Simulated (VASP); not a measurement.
Set up this calculation in VASP 6.6.1, as the native input.

| Property | Result |
| --- | --- |
| Task | relaxation of cell and atoms |
| Functional | PBE |
| Potentials or basis | VASP PAW PBE potentials, release 64 (Sc_sv) |
| Cutoff | 600 eV |
| k mesh | 9 × 9 × 9 |
| Occupations | fermi-dirac, width 0.1 eV |
| Spin | no spin polarisation |
| Dipole correction | no |
| Further INCAR settings | ALGO = Normal; EDIFF = 1e-07; IBRION = 2; EDIFFG = -0.01; NSW = 80; ISIF = 3 |

The structure of Sc lies in POSCAR:

```
Sc
1.0
    0.0000000000      3.2317434665      3.2317434665
    3.2317434665      0.0000000000      3.2317434665
    3.2317434665      3.2317434665      0.0000000000
Sc
2
Direct
    0.1250000000      0.1250000000      0.1250000000
    0.8750000000      0.8750000000      0.8750000000
```

This isn't the form of Sc at room conditions, which is hcp.

One way to write it, as run:

INCAR

```
SYSTEM = Sc
PREC     = Accurate       ! precision mode
ENCUT    = 600            ! plane-wave cutoff, eV
EDIFF    = 1E-7           ! SCF threshold, eV
ISMEAR   = -1             ! smearing method
SIGMA    = 0.1            ! smearing width, eV
LREAL    = .False.        ! projectors in reciprocal space
LASPH    = .True.         ! aspherical terms in the spheres
NELM     = 80             ! most SCF steps
ALGO     = Normal         ! electronic algorithm
ISIF     = 3              ! what is computed and relaxed
LWAVE    = .False.        ! write WAVECAR
LCHARG   = .False.        ! write CHGCAR
GGA      = PE             ! functional
IBRION   = 2              ! ionic algorithm
NSW      = 80             ! ionic steps
EDIFFG   = -0.01          ! ionic threshold
```

KPOINTS

```
regular mesh
0
Gamma
  9 9 9
  0 0 0
```

Potentials or basis: VASP PAW PBE potentials, release 64 (Sc_sv).

Run with:

```sh
$ cat potpaw_PBE.64/Sc_sv/POTCAR > POTCAR
$ mpirun -np 1 vasp_std > vasp.out
```

It gave:

The relaxed volume is 35.71 Å³/atom and the relaxed cell is a = 4.657 Å, b = 4.657 Å, c = 4.657 Å, α = 60.00°, β = 60.00°, γ = 60.00°. The space group after relaxing (to 0.1 Å) is Fd-3m (No. 227). The energy gained by relaxing is 2.9 meV/atom. The ionic steps are 4, the pressure after relaxing is 0.0 GPa and the band gap on the k mesh is zero (bands 11 and 12 overlap by 0.59 eV).

Run time: 4.6 min on 1 thread of Intel Xeon 8259CL (shared host), peak memory 0.27 GiB.
